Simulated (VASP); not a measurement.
Crystal: Mo.

```
Mo
1.0
    -1.39542    1.39542    2.12293
     1.39542   -1.39542    2.12293
     1.39542    1.39542   -2.12293
Mo
1
Direct
  0.00000 0.00000 0.00000
```

* Program: VASP 6.6.1
* Task: relaxation of cell and atoms
* Functional: PBEsol
* Potentials or basis: VASP PAW PBE potentials, release 64 (Mo_sv)
* Cutoff: 600 eV
* k mesh: 8 × 8 × 8
* Occupations: gaussian, width 0.1 eV
* Spin: no spin polarisation

At the start: pressure -13.8 GPa; volume 16.54 Å³/atom.

**Question.** How do energy, volume and symmetry change on relaxing?

**Answer.** Over 8 steps the energy falls by 66.0 meV/atom and the volume is 15.60 Å³/atom (-5.7 %); space group I4/mmm (No. 139, to 0.05 Å).

The path:
| step | energy change (eV) | largest force (eV/Å) | pressure (GPa) | volume (Å³) |
| --- | --- | --- | --- | --- |
| 1 | 0.0000 | 0.0000 | -13.82 | 16.54 |
| 2 | 0.2678 | 0.0000 | 53.59 | 13.34 |
| 3 | -0.0516 | 0.0000 | 0.01 | 15.56 |
| 4 | -0.0518 | 0.0000 | 0.86 | 15.51 |
| 5 | -0.0618 | 0.0000 | 0.32 | 15.56 |
| 6 | -0.0658 | 0.0000 | 0.34 | 15.60 |
| 7 | -0.0660 | 0.0000 | 0.32 | 15.59 |
| 8 | -0.0660 | 0.0000 | 0.35 | 15.60 |

Final structure:
```
CELL_PARAMETERS angstrom
-1.33597 1.33597 2.18457
1.33597 -1.33597 2.18457
1.33597 1.33597 -2.18457
ATOMIC_POSITIONS crystal
Mo 0.00000 0.00000 0.00000
```

Caveat: the k points lie up to 0.42 Å⁻¹ apart in the final cell; the PAW data sets were made with another functional, which shifts forces and pressure a little.
